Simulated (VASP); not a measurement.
# CoO (Fm-3m) in VASP: notebook

The runs below take CoO through single point, with PBE.

All numbers are computed with VASP 6.6.1; they aren't measurements. Logs are shortened: lines on timing, memory, paths and dates and some standing lists are left out, and cuts for length are marked.

### Step 1. The cell of the first run

The structure is cubic, space group Fm-3m (No. 225). Conventional cell: a = 4.263 Å, b = 4.263 Å, c = 4.263 Å, α = 90.00°, β = 90.00°, γ = 90.00°. Within 2.8 Å of Co (site symmetry m-3m) lie 6 O at 2.13 Å. Within 2.8 Å of O (site symmetry m-3m) lie 6 Co at 2.13 Å.

### Step 2. Single point, PBE, collinear spin, ferromagnetic start

File INCAR:

```
SYSTEM = CoO
PREC = Accurate
ENCUT = 600
EDIFF = 1E-6
ISMEAR = -1
SIGMA = 0.5
LREAL = .FALSE.
LASPH = .TRUE.
NELM = 200
ALGO = Normal
ISIF = 2
LWAVE = .FALSE.
LCHARG = .FALSE.
ISPIN = 2
MAGMOM = 2.5 0
LORBIT = 11
LMAXMIX = 4
GGA = PE
NBANDS = 18
GGA_COMPAT = .FALSE.
```

File KPOINTS:

```
Automatic mesh
0
G
  10 10 10
  0 0 0
```

File POSCAR:

```
CoO
1.0
    0.0000000000      2.1315000000      2.1315000000
    2.1315000000      0.0000000000      2.1315000000
    2.1315000000      2.1315000000      0.0000000000
Co O
1 1
Direct
    0.0000000000      0.0000000000      0.0000000000
    0.5000000000      0.5000000000      0.5000000000
```

Potentials or basis: VASP PAW PBE potentials, release 64 (Co, O).

On the command line:

```bash
$ cat potpaw_PBE.64/Co/POTCAR potpaw_PBE.64/O/POTCAR > POTCAR
$ mpirun -np 1 vasp_std > vasp.out
```

OUTCAR:

```text
SYSTEM = CoO
   PREC = Accurate
   ENCUT = 600
   EDIFF = 1E-6
   ISMEAR = -1
   LREAL = .FALSE.
   LASPH = .TRUE.
   NELM = 200
   ISIF = 2
   ISPIN = 2
   LORBIT = 11
   GGA = PE

 ion  position               nearest neighbor table
   1  0.000  0.000  0.000-   2 2.13   2 2.13   2 2.13   2 2.13   2 2.13   2 2.13
   2  0.500  0.500  0.500-   1 2.13   1 2.13   1 2.13   1 2.13   1 2.13   1 2.13

  LATTYP: Found a face centered cubic cell.
 ALAT       =     4.2630000000

  Lattice vectors:

 A1 = (   0.0000000000,   2.1315000000,   2.1315000000)
 A2 = (   2.1315000000,   0.0000000000,   2.1315000000)
 A3 = (   2.1315000000,   2.1315000000,   0.0000000000)

Analysis of symmetry for initial positions (statically):
=====================================================================
 Subroutine PRICEL returns:
 Original cell was already a primitive cell.

 Routine SETGRP: Setting up the symmetry group for a
 face centered cubic supercell.

 Subroutine GETGRP returns: Found 48 space group operations
[... 9 lines left out ...]

 Routine SETGRP: Setting up the symmetry group for a
 face centered cubic supercell.

 Subroutine GETGRP returns: Found 48 space group operations
 (whereof 48 operations were pure point group operations)
 out of a pool of 48 trial point group operations.

The dynamic configuration has the point symmetry O_h .

Analysis of structural, dynamic, and magnetic symmetry:
=====================================================================
 Subroutine PRICEL returns:
 Original cell was already a primitive cell.

 Routine SETGRP: Setting up the symmetry group for a
 face centered cubic supercell.

 Subroutine GETGRP returns: Found 48 space group operations
 (whereof 48 operations were pure point group operations)
 out of a pool of 48 trial point group operations.

The overall configuration has the point symmetry O_h .

 Subroutine INISYM returns: Found 48 space group operations
[... 5 lines left out ...]
                                     Primitive cell

  volume of cell :      19.3681

  direct lattice vectors                    reciprocal lattice vectors
     0.000000000  2.131500000  2.131500000    -0.234576589  0.234576589  0.234576589
     2.131500000  0.000000000  2.131500000     0.234576589 -0.234576589  0.234576589
     2.131500000  2.131500000  0.000000000     0.234576589  0.234576589 -0.234576589

  length of vectors
     3.014396208  3.014396208  3.014396208     0.406298571  0.406298571  0.406298571

  position of ions in fractional coordinates (direct lattice)
     0.000000000  0.000000000  0.000000000
     0.500000000  0.500000000  0.500000000

  ion indices of the primitive-cell ions
   primitive index   ion index
                 1           1
                 2           2

----------------------------------------------------------------------------------------

 KPOINTS: Automatic mesh

Automatic generation of k-mesh.
 Grid dimensions read from file:
 generate k-points for:   10   10   10

 Generating k-lattice:

  Cartesian coordinates                     Fractional coordinates (reciprocal lattice)
    -0.023457659  0.023457659  0.023457659     0.100000000  0.000000000  0.000000000
     0.023457659 -0.023457659  0.023457659     0.000000000  0.100000000  0.000000000
     0.023457659  0.023457659 -0.023457659     0.000000000  0.000000000  0.100000000

  Length of vectors
     0.040629857  0.040629857  0.040629857

  Shift w.r.t. Gamma in fractional coordinates (k-lattice)
     0.000000000  0.000000000  0.000000000

 Subroutine IBZKPT returns following result:
 ===========================================

 Found     47 irreducible k-points:

 Following reciprocal coordinates:
            Coordinates               Weight
  0.000000  0.000000  0.000000      1.000000
  0.100000  0.000000  0.000000      8.000000
  0.200000  0.000000  0.000000      8.000000
  0.300000  0.000000  0.000000      8.000000
  0.400000  0.000000  0.000000      8.000000
  0.500000  0.000000  0.000000      4.000000
[... 16 lines left out ...]
  0.300000  0.300000  0.000000      6.000000
  0.400000  0.300000  0.000000     24.000000
 [... further k-points ...]
   k-points           NKPTS =     47   k-points in BZ     NKDIM =     47   number of bands    NBANDS=     18
   number of dos      NEDOS =    301   number of ions     NIONS =      2
   total plane-waves  NPLWV =  13824
   dimension x,y,z NGX =    24 NGY =   24 NGZ =   24
   dimension x,y,z NGXF=    48 NGYF=   48 NGZF=   48
   ions per type =               1   1
   NGX,Y,Z   is equivalent  to a cutoff of  13.24, 13.24, 13.24 a.u.
   NGXF,Y,Z  is equivalent  to a cutoff of  26.47, 26.47, 26.47 a.u.
 SYSTEM =  CoO
   PREC   = accura    normal or accurate (medium, high low for compatibility)
   ISTART =      0    job   : 0-new  1-cont  2-samecut
   ICHARG =      2    charge: 1-file 2-atom 10-const
   ISPIN  =      2    spin polarized calculation?
   LNONCOLLINEAR =      F non collinear calculations
   LSORBIT =      F    spin-orbit coupling
   LASPH  =      T    aspherical Exc in radial PAW
   ENCUT  =  600.0 eV  44.10 Ry    6.64 a.u.   6.02  6.02  6.02*2*pi/ulx,y,z
   NELM   =    200;   NELMIN=  2; NELMDL= -5     # of ELM steps
   EDIFF  = 0.1E-05   stopping-criterion for ELM
   LREAL  =      F    real-space projection
   EDIFFG = 0.1E-04   stopping-criterion for IOM
   NSW    =      0    number of steps for IOM
   IBRION =     -1    ionic relax: 0-MD 1-quasi-New 2-CG
   NFREE  =      0    steps in history (QN), initial steepest desc. (CG)
   ISIF   =      2    stress and relaxation
   ISYM   =      2    0-nonsym 1-usesym 2-fastsym
   POTIM  = 0.5000    time-step for ionic-motion
   TEBEG  =    0.0;   TEEND  =   0.0 temperature during run
   PSTRESS=    0.0 pullay stress
   NELECT =      15.0000    total number of electrons
   NUPDOWN=      -1.0000    fix difference up-down
   EMIN   =  10.00;   EMAX   =-10.00  energy-range for DOS
   EFERMI =   0.00;   METHOD = LEGACY
   ISMEAR =    -1;   SIGMA  =   0.50  broadening in eV -4-tet -1-fermi 0-gaus
   EFERMI_NEDOS =   21; number of points for ismear=-14 and -15
   IALGO  =     38    algorithm
   IMIX   =      4    mixing-type and parameters
     AMIX     =   0.40;   BMIX     =  1.00
     AMIX_MAG =   1.60;   BMIX_MAG =  1.00
  volume/ion in A,a.u.               =       9.68        65.35
  Fermi-wavevector in a.u.,A,eV,Ry     =   1.503407  2.841027 30.752334  2.260233
  Thomas-Fermi vector in A             =   2.614521
   LORBIT       =     11    0 simple, 1 ext, 2 COOP (PROOUT), +10 PAW based schemes
   GGA     = PE    functional components
   LHFCALC =     F    Hartree Fock is set to
   AEXX    =    0.0000 exact exchange contribution
   IVDW    =     0    specifies the selected vdW correction
   LEPSILON=     F    determine dielectric tensor
   LRPA    =     F    only Hartree local field effects (RPA)
 spin polarized calculation
  energy-cutoff  :      600.00
  volume of cell :       19.37
 maximum number of plane-waves:       659
   NGX = 13   NGY = 13   NGZ = 13

 number of electron      15.0000007 magnetization       2.1755092

 Free energy of the ion-electron system (eV)
  ---------------------------------------------------
  ext. energy  EPLUGINS =         0.00000000
  ---------------------------------------------------
  free energy    TOTEN  =       -14.01489457 eV

  energy without entropy =      -12.29818086  energy(sigma->0) =      -13.15653771

 E-fermi :   8.0546     XC(G=0): -12.3992

 val. band max:        8.0313635457   @ k =   0.4000   0.4000   0.0000
 cond. band min:       8.0786674835   @ k =   0.4000   0.4000   0.0000
 fundamental gap:      0.0473039378
 Fermi energy:         8.0546272137

 spin component 1

 k-point     1 :       0.0000    0.0000    0.0000
  band No.  band energies     occupation
      1     -12.3489      1.00000
      2       4.7033      0.99877
      3       4.7033      0.99877
      4       4.7033      0.99877
      5       5.2334      0.99647
      6       5.2334      0.99647
[... 10 lines left out ...]
     17      29.4408      0.00000
     18      32.9010      0.00000

 k-point     2 :       0.1000    0.0000    0.0000
  band No.  band energies     occupation
      1     -12.2476      1.00000
      2       3.8163      0.99979
      3       4.0194      0.99969
      4       4.0194      0.99969
      5       5.3041      0.99593
      6       5.3042      0.99593
[... 10 lines left out ...]
     17      30.7691      0.00000
     18      34.4066      0.00000
[... 442 lines left out ...]
 k-point    24 :       0.4000    0.3000    0.0000
  band No.  band energies     occupation
      1     -11.2943      1.00000
      2       0.9413      1.00000
      3       3.0453      0.99996
      4       3.2862      0.99993
      5       4.8083      0.99849
      6       5.7982      0.98915
[... 10 lines left out ...]
     17      37.6015      0.00000
     18      38.6827      0.00000

 [... further k-points ...]

 spin component 2

 k-point     1 :       0.0000    0.0000    0.0000
  band No.  band energies     occupation
      1     -12.0628      1.00000
      2       5.0102      0.99774
      3       5.0102      0.99774
      4       5.0102      0.99774
      5       6.8023      0.92446
      6       6.8024      0.92446
[... 10 lines left out ...]
     17      30.2082      0.00000
     18      33.5124      0.00000

 k-point     2 :       0.1000    0.0000    0.0000
  band No.  band energies     occupation
      1     -11.9606      1.00000
      2       4.2317      0.99952
      3       4.6814      0.99883
      4       4.6815      0.99883
      5       6.9147      0.90719
      6       6.9147      0.90719
[... 10 lines left out ...]
     17      31.3922      0.00000
     18      35.0623      0.00000
[... 442 lines left out ...]
 k-point    24 :       0.4000    0.3000    0.0000
  band No.  band energies     occupation
      1     -10.9839      1.00000
      2       1.3612      1.00000
      3       3.5221      0.99988
      4       3.7749      0.99981
      5       6.1820      0.97692
      6       7.9471      0.55355
[... 10 lines left out ...]
     17      37.9443      0.00000
     18      38.9697      0.00000

 [... further k-points ...]
[... 5 lines left out ...]
  --------------------------------------------------------------------------------------
  -------------------------------------------------------------------------------------
  Total       -0.2584782     -0.2584782     -0.2584782     -0.0000000      0.0000000     -0.0000000
  in kB      -21.3820116    -21.3820116    -21.3820116     -0.0000000      0.0000000     -0.0000000
  external PRESSURE =     -21.3820116 kB  Pullay stress =       0.0000000 kB

 VOLUME and BASIS-vectors are now :
 -----------------------------------------------------------------------------
  energy-cutoff  :      600.00
  volume of cell :       19.37
      direct lattice vectors                 reciprocal lattice vectors
     0.000000000  2.131500000  2.131500000    -0.234576589  0.234576589  0.234576589
     2.131500000  0.000000000  2.131500000     0.234576589 -0.234576589  0.234576589
     2.131500000  2.131500000  0.000000000     0.234576589  0.234576589 -0.234576589

 POSITION                                       TOTAL-FORCE (eV/Angst)
 -----------------------------------------------------------------------------------
      0.00000      0.00000      0.00000        -0.000000     -0.000000     -0.000000
      2.13150      2.13150      2.13150         0.000000      0.000000      0.000000
 -----------------------------------------------------------------------------------
    total drift:                                0.000000     -0.000000     -0.000000

  FREE ENERGIE OF THE ION-ELECTRON SYSTEM (eV)
  ---------------------------------------------------
  free  energy   TOTEN  =       -14.0148945676 eV

  energy  without entropy=      -12.2981808617  energy(sigma->0) =      -13.15653771

 total charge

# of ion       s       p       d       tot
------------------------------------------
    1        0.291   0.346   7.194   7.831
    2        1.560   3.396   0.000   4.956
--------------------------------------------------
tot          1.851   3.743   7.194  12.787

 magnetization (x)

# of ion       s       p       d       tot
------------------------------------------
    1        0.016   0.013   1.947   1.975
    2        0.019   0.141   0.000   0.161
--------------------------------------------------
tot          0.035   0.154   1.947   2.136
```

It took 20 s on 1 thread of AMD EPYC 9R45 (Zen 5), shared host; peak memory 0.14 GiB.

What came out:

```
Free energy                                           : -14.0149 eV
Pressure                                              : -2.1 GPa
Net moment                                            : 2.18 μB per cell
Site moments                                          : Co +1.98; O +0.16 μB
Valence electrons inside the program's atomic spheres : Co 7.83; O 4.96
```

Caveat: a cell with one magnetic atom can't hold antiferromagnetic order, which such compounds often take; semilocal functionals often make such compounds metallic where correlation or magnetic order opens a gap, which also shifts bond lengths. With open d or f shells a metallic result of PBE can be an artefact of self-interaction; +U or a hybrid may open a gap.

### Step 3. Single point, PBE, collinear spin, ferromagnetic start

File INCAR:

```
PREC = Accurate ; ENCUT = 600
EDIFF = 1E-6 ; ISMEAR = -1
SIGMA = 0.3 ; LREAL = False
LASPH = True ; NELM = 200
ALGO = Normal ; ISIF = 2
LWAVE = False ; LCHARG = False
ISPIN = 2 ; MAGMOM = 2.5 0
LORBIT = 11 ; LMAXMIX = 4
GGA = PE ; NBANDS = 18
GGA_COMPAT = False
```

File KPOINTS:

```
regular mesh
0
Gamma
  10 10 10
```

POSCAR is that of step 2.

Potentials or basis: VASP PAW PBE potentials, release 64 (Co, O).

On the command line:

```bash
$ cat potpaw_PBE.64/Co/POTCAR potpaw_PBE.64/O/POTCAR > POTCAR
$ mpirun -np 1 vasp_std > vasp.out
```

Wall time 19 s (1 thread of AMD EPYC 9R45 (Zen 5), shared host); peak memory 0.14 GiB.

It converged, with:

| Quantity | Value |
| --- | --- |
| Free energy | -13.4563 eV |
| Pressure | -3.1 GPa |
| Net moment | 2.63 μB per cell |
| Site moments | Co +2.36; O +0.23 μB |
| Valence electrons inside the program's atomic spheres | Co 7.81; O 4.97 |

Levels at points of the mesh, in eV from the Fermi level:
Spin up:
| k point | band 5 | band 6 | band 7 | band 8 | band 9 | band 10 | band 11 | band 12 | band 13 | band 14 |
| --- | --- | --- | --- | --- | --- | --- | --- | --- | --- | --- |
| (0.00, 0.00, 0.00) | -3.11 | -3.11 | -2.96 | -2.96 | -2.96 | 0.90 | 16.74 | 18.06 | 18.06 | 18.06 |
| (0.50, 0.00, 0.00) | -2.22 | -2.22 | -1.71 | 0.14 | 0.14 | 4.97 | 9.23 | 13.35 | 13.35 | 20.39 |
| (0.50, 0.50, 0.00) | -3.83 | -2.76 | -2.27 | -1.94 | -1.94 | 5.80 | 9.69 | 11.63 | 15.64 | 15.64 |
Spin down:
```tsv
k point	band 4	band 5	band 6	band 7	band 8	band 9
(0.00, 0.00, 0.00)	-2.81	-1.15	-1.15	-1.15	-0.06	-0.06
(0.50, 0.00, 0.00)	-4.81	-0.19	-0.19	0.09	2.51	2.51
(0.50, 0.50, 0.00)	-4.03	-2.27	0.07	0.07	0.40	0.84
```

Caveat: a cell with one magnetic atom can't hold antiferromagnetic order, which such compounds often take; semilocal functionals often make such compounds metallic where correlation or magnetic order opens a gap, which also shifts bond lengths.

### Step 4. Single point, PBE, collinear spin, ferromagnetic start

File INCAR:

```
PREC = Accurate
ENCUT = 600
EDIFF = 1E-6
ISMEAR = -1
SIGMA = 0.2
LREAL = False
LASPH = True
NELM = 200
ALGO = Normal
ISIF = 2
LWAVE = False
LCHARG = False
ISPIN = 2
MAGMOM = 2.5 0
LORBIT = 11
LMAXMIX = 4
GGA = PE
NBANDS = 18
GGA_COMPAT = False
```

File KPOINTS:

```
Automatic mesh
0
Gamma
  10 10 10
```

POSCAR is that of step 3.

On the command line:

```bash
$ cat potpaw_PBE.64/Co/POTCAR potpaw_PBE.64/O/POTCAR > POTCAR
$ mpirun -np 1 vasp_std > vasp.out
```

Wall time 19 s (1 thread of AMD EPYC 9R45 (Zen 5), shared host); peak memory 0.14 GiB.

The run converged. Its results:

* Free energy: -13.2601 eV
* Pressure: -3.0 GPa
* Net moment: 2.74 μB per cell
* Site moments: Co +2.44; O +0.25 μB
* Valence electrons inside the program's atomic spheres: Co 7.80; O 4.97

Levels at points of the mesh, in eV from the Fermi level:
Spin up:
```csv
k point,band 6,band 7,band 8,band 9,band 10,band 11,band 12,band 13
"(0.00, 0.00, 0.00)",-3.16,-2.97,-2.97,-2.97,0.95,16.80,18.10,18.10
"(0.50, 0.00, 0.00)",-2.25,-1.71,0.14,0.14,5.03,9.29,13.40,13.40
"(0.50, 0.50, 0.00)",-2.82,-2.32,-1.96,-1.96,5.84,9.76,11.67,15.70
```
Spin down:
| k point | band 3 | band 4 | band 5 | band 6 | band 7 | band 8 | band 9 | band 10 |
| --- | --- | --- | --- | --- | --- | --- | --- | --- |
| (0.00, 0.00, 0.00) | -2.69 | -2.69 | -1.11 | -1.11 | -1.11 | 0.04 | 0.04 | 1.46 |
| (0.50, 0.00, 0.00) | -4.70 | -4.70 | -0.15 | -0.15 | 0.14 | 2.63 | 2.63 | 5.31 |
| (0.50, 0.50, 0.00) | -3.92 | -3.92 | -2.23 | 0.10 | 0.10 | 0.50 | 0.95 | 6.67 |

Caveat: a cell with one magnetic atom can't hold antiferromagnetic order, which such compounds often take; semilocal functionals often make such compounds metallic where correlation or magnetic order opens a gap, which also shifts bond lengths. With open d or f shells a metallic result of PBE can be an artefact of self-interaction; +U or a hybrid may open a gap.

[end of part 1 of 2]
